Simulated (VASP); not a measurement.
# AgCl: single point with PBE

AgCl:

```
Ag Cl
1.0
     0.00000    5.54637    5.54637
     5.54637    0.00000    5.54637
     5.54637    5.54637    0.00000
Ag Cl
8 8
Direct
  0.97073 0.00321 0.00338
  0.04923 0.02581 0.49923
  0.97068 0.49199 0.00277
  0.01769 0.45377 0.53266
  0.50222 0.97392 0.98910
  0.55182 0.99757 0.46540
  0.52280 0.49781 0.98284
  0.43052 0.52306 0.53230
  0.26136 0.26659 0.25728
  0.23590 0.19372 0.75019
  0.25360 0.73939 0.19929
  0.24099 0.71779 0.75764
  0.78145 0.28528 0.31362
  0.66627 0.27092 0.76088
  0.77038 0.76643 0.22870
  0.78453 0.72124 0.70189
```

```
Program                : VASP 6.6.1
Task                   : single point
Functional             : PBE
Potentials or basis    : VASP PAW PBE potentials, release 64 (Ag, Cl)
Cutoff                 : 520 eV
k mesh                 : 2 × 2 × 2
Occupations            : fermi-dirac, width 0.112 eV
Spin                   : no spin polarisation
Dipole correction      : no
Further INCAR settings : LREAL = Auto; ALGO = Normal; EDIFF = 1e-07; NBANDS = 86
```

```json
{"Pressure": "4.4 GPa", "Largest force": "1.394 eV/Å", "Band gap on the k mesh": "0.98 eV (least direct gap 1.02 eV)"}
```

Forces in eV/Å, atoms in the order of the input:
```
Ag   0.095 -0.210  0.373
Ag  -0.010  0.267 -0.465
Ag  -0.232 -0.179  0.872
Ag  -0.331 -0.816  0.102
Ag   0.096  0.112 -0.140
Ag   0.158 -0.240  0.082
Ag  -0.003  0.166 -0.013
Ag  -1.253 -0.601  0.115
Cl  -0.364  0.160  0.247
Cl  -0.001  0.884  0.005
Cl   0.319  0.681  0.478
Cl   1.081 -0.467 -0.171
Cl  -0.425 -0.533 -1.077
Cl   0.046  1.066 -0.135
Cl   0.167 -0.325 -0.438
Cl   0.658  0.034  0.166
```

Stress tensor (GPa, compression positive):
```
 5.08  0.34 -0.18
 0.34  4.36 -0.70
-0.18 -0.70  3.65
```

Levels at points of the mesh, in eV from the valence-band top:
```csv
k point,band 70,band 71,band 72,band 73,band 74,band 75
"(0.00, 0.00, 0.00)",-0.15,-0.07,-0.04,0.98,2.70,2.91
"(0.50, 0.00, 0.00)",-0.55,-0.37,-0.29,2.64,2.85,3.73
"(0.00, 0.50, 0.00)",-0.58,-0.44,-0.23,2.59,2.80,3.65
"(0.00, 0.00, 0.50)",-0.53,-0.41,-0.32,2.64,2.74,3.49
"(0.50, 0.50, 0.50)",-0.45,-0.38,-0.33,2.62,2.84,3.74
"(0.50, 0.50, 0.00)",-0.17,-0.11,-0.02,3.06,3.26,3.61
"(0.00, 0.50, 0.50)",-0.24,-0.12,0.00,3.15,3.22,3.89
"(0.50, 0.00, 0.50)",-0.22,-0.11,-0.01,3.12,3.29,3.95
```

Run time: 3.9 min on 1 thread of Intel(R) Xeon(R) 6975P-C (Granite Rapids), with other jobs on the host, peak memory 0.54 GiB.

Caveat: the k points lie up to 0.49 Å⁻¹ apart; the atoms stand as in a frame of molecular dynamics; forces of over 1 eV/Å act on the atoms, so gaps and moduli don't describe the material at rest. A k mesh can miss the band edges.
